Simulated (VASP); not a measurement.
# C (P6_3/mmc) in VASP: further runs, part 3 of 3

VASP 6.6.1. Earlier steps stand in the parts before.

## 5. Single point, r2SCAN (strain +0.025 along x and y, -0.025 along z)

The COD entry that gives the cell may itself be a prediction, so a difference from it is no test against experiment.

The input, POSCAR:

```
C
1.0
    2.5725856773      0.0000000000      0.0000000000
   -1.2862928387      2.2279245500      0.0000000000
    0.0000000000      0.0000000000      8.0733165092
C
8
Direct
    0.0000000000      0.0000000000      0.0929334757
    0.0000000000      0.0000000000      0.5929334757
    0.0000000000      0.0000000000      0.4070665243
    0.0000000000      0.0000000000      0.9070665243
    0.3333333333      0.6666666667      0.1554962089
    0.6666666667      0.3333333333      0.6554962089
    0.3333333333      0.6666666667      0.3445037911
    0.6666666667      0.3333333333      0.8445037911
```

The input, INCAR.step1:

```
SYSTEM = C
PREC = Accurate
ENCUT = 520
ISMEAR = 0
SIGMA = 0.05
LREAL = .FALSE.
LASPH = .TRUE.
NELM = 100
NBANDS = 26
GGA = PE
ALGO = Normal
EDIFF = 1E-4
LWAVE = .TRUE.
LCHARG = .FALSE.
```

The input, INCAR.step2:

```
SYSTEM = C
PREC = Accurate
ENCUT = 520
EDIFF = 1E-6
ISMEAR = 0
SIGMA = 0.05
LREAL = .FALSE.
LASPH = .TRUE.
NELM = 100
ALGO = Normal
ISIF = 2
LWAVE = .FALSE.
LCHARG = .TRUE.
METAGGA = R2SCAN
LMIXTAU = .TRUE.
LELF = .TRUE.
LVHAR = .TRUE.
NBANDS = 26
ISTART = 1
```

The input, KPOINTS:

```
regular mesh
0
G
  12 12 4
  0 0 0
```

Launch:

```sh
cat potpaw_PBE.64/C/POTCAR > POTCAR
cp INCAR.step1 INCAR
mpirun -np 1 vasp_std > vasp.out
cp INCAR.step2 INCAR
mpirun -np 1 vasp_std > vasp.out
```

Run time: 3.5 min. Hardware: 1 thread of AMD EPYC 7R13 (Zen 3), shared host; peak memory 0.16 GiB.

The run converged. Its results:

```
Free energy            : -78.2244 eV
Pressure               : -7.8 GPa
Largest force          : 0.213 eV/Å
Band gap on the k mesh : 4.05 eV, indirect (least direct gap 4.89 eV)
```

Forces on the atoms (eV/Å):
```
C    0.000  0.000  0.105
C    0.000  0.000  0.105
C    0.000  0.000 -0.105
C    0.000  0.000 -0.105
C    0.000  0.000 -0.213
C    0.000  0.000 -0.213
C    0.000  0.000  0.213
C    0.000  0.000  0.213
```

Stress tensor (GPa, compression positive):
```
-28.45   0.00   0.00
  0.00 -28.45   0.00
  0.00   0.00  33.54
```

Levels at points of the mesh, in eV from the valence-band top:
```
           k point  band 13  band 14  band 15  band 16  band 17  band 18  band 19  band 20
(0.00, 0.00, 0.00)    -2.16    -0.36     0.00     0.00     4.89     4.89     6.68     6.87
(0.50, 0.00, 0.00)    -5.32    -4.66    -3.77    -2.88     4.05     5.53     5.84     6.64
(0.00, 0.00, 0.50)    -0.85    -0.85    -0.85    -0.85     5.85     5.85     5.85     5.85
(0.50, 0.00, 0.50)    -4.94    -4.94    -3.77    -3.77     4.46     4.46     7.47     7.47
```

Caveat: the cell differs from its parent crystal (strain +0.025 along x and y, -0.025 along z); the PAW data sets were made with another functional, which shifts forces and pressure a little.

## 6. Single point, r2SCAN (strain +0.050 along x and y, -0.050 along z)

POSCAR, as its differences from that of step 5:

```diff
@@ -2,5 +2,5 @@
 1.0
-    2.5725856773      0.0000000000      0.0000000000
-   -1.2862928387      2.2279245500      0.0000000000
-    0.0000000000      0.0000000000      8.0733165092
+    2.6353316695      0.0000000000      0.0000000000
+   -1.3176658347      2.2822641731      0.0000000000
+    0.0000000000      0.0000000000      7.8663083936
 C
```

The input, INCAR.step1:

```
PREC     = Accurate       # precision mode
ENCUT    = 520            # plane-wave cutoff, eV
ISMEAR   = 0              # smearing method
SIGMA    = 0.05           # smearing width, eV
LREAL    = False          # projectors in reciprocal space
LASPH    = True           # aspherical terms in the spheres
NELM     = 100            # most SCF steps
NBANDS   = 26             # bands
GGA      = PE             # functional
ALGO     = Normal         # electronic algorithm
EDIFF    = 1E-4           # SCF threshold, eV
LWAVE    = True           # write WAVECAR
LCHARG   = False          # write CHGCAR
```

The input, INCAR.step2:

```
PREC     = Accurate       # precision mode
ENCUT    = 520            # plane-wave cutoff, eV
EDIFF    = 1E-6           # SCF threshold, eV
ISMEAR   = 0              # smearing method
SIGMA    = 0.05           # smearing width, eV
LREAL    = False          # projectors in reciprocal space
LASPH    = True           # aspherical terms in the spheres
NELM     = 100            # most SCF steps
ALGO     = Normal         # electronic algorithm
ISIF     = 2              # what is computed and relaxed
LWAVE    = False          # write WAVECAR
LCHARG   = False          # write CHGCAR
METAGGA  = R2SCAN         # meta-GGA
LMIXTAU  = True         
NBANDS   = 26             # bands
ISTART   = 1
```

The input, KPOINTS:

```
Automatic mesh
0
Gamma
  12 12 4
```

Potentials or basis: VASP PAW PBE potentials, release 64 (C).

Launch:

```sh
cat potpaw_PBE.64/C/POTCAR > POTCAR
cp INCAR.step1 INCAR
mpirun -np 1 vasp_std > vasp.out
cp INCAR.step2 INCAR
mpirun -np 1 vasp_std > vasp.out
```

Run time: 3.6 min. Hardware: 1 thread of AMD EPYC 7R13 (Zen 3), shared host; peak memory 0.16 GiB.

Results (log left out):

* Free energy: -77.2605 eV
* Pressure: -12.1 GPa
* Largest force: 0.632 eV/Å
* Band gap on the k mesh: 3.23 eV, indirect (least direct gap 4.20 eV)

Forces in eV/Å, atoms in the order of the input:
```
C    0.000  0.000  0.343
C    0.000  0.000  0.343
C    0.000  0.000 -0.343
C    0.000  0.000 -0.343
C    0.000  0.000 -0.632
C    0.000  0.000 -0.632
C    0.000  0.000  0.632
C    0.000  0.000  0.632
```

Stress tensor (GPa, compression positive):
```
-52.74   0.00   0.00
  0.00 -52.74   0.00
  0.00   0.00  69.22
```

Levels at points of the mesh, in eV from the valence-band top:
```csv
k point,band 14,band 15,band 16,band 17,band 18,band 19
"(0.00, 0.00, 0.00)",-0.69,0.00,0.00,4.20,4.20,5.66
"(0.50, 0.00, 0.00)",-4.37,-3.71,-2.61,3.23,4.85,5.32
"(0.00, 0.00, 0.50)",-1.04,-1.04,-1.04,5.34,5.34,5.34
"(0.50, 0.00, 0.50)",-4.93,-3.67,-3.67,3.70,3.70,7.10
```

Caveat: the cell differs from its parent crystal (strain +0.050 along x and y, -0.050 along z); the PAW data sets were made with another functional, which shifts forces and pressure a little. A k mesh can miss the band edges.

## 7. The runs side by side

| cell | gap on the mesh (eV) | pressure (GPa) | largest force (eV/Å) |
| --- | --- | --- | --- |
| a = 2.447, b = 2.447, c = 8.694 Å, angles 90.0, 90.0, 120.0°, 8 atoms | 3.68 | 5.1 | 0.20 |
| a = 2.573, b = 2.573, c = 7.866 Å, angles 90.0, 90.0, 120.0°, 8 atoms | 3.69 | 5.8 | 0.56 |
| a = 2.510, b = 2.510, c = 8.487 Å, angles 90.0, 90.0, 120.0°, 8 atoms | 4.92 | -9.3 | 0.05 |
| a = 2.573, b = 2.573, c = 8.073 Å, angles 90.0, 90.0, 120.0°, 8 atoms | 4.05 | -7.8 | 0.21 |
| a = 2.635, b = 2.635, c = 7.866 Å, angles 90.0, 90.0, 120.0°, 8 atoms | 3.23 | -12.1 | 0.63 |

Alike in all rows: task single point; level r2SCAN; potentials or basis VASP PAW PBE potentials, release 64 (C); no spin polarisation; k mesh 12 × 12 × 4; cutoff (eV) 520; smearing gaussian 0.05 eV.

Caveats: the PAW data sets were made with another functional, which shifts forces and pressure a little.

Total energies depend on the potentials used, so only differences within one code and one set of settings carry meaning.
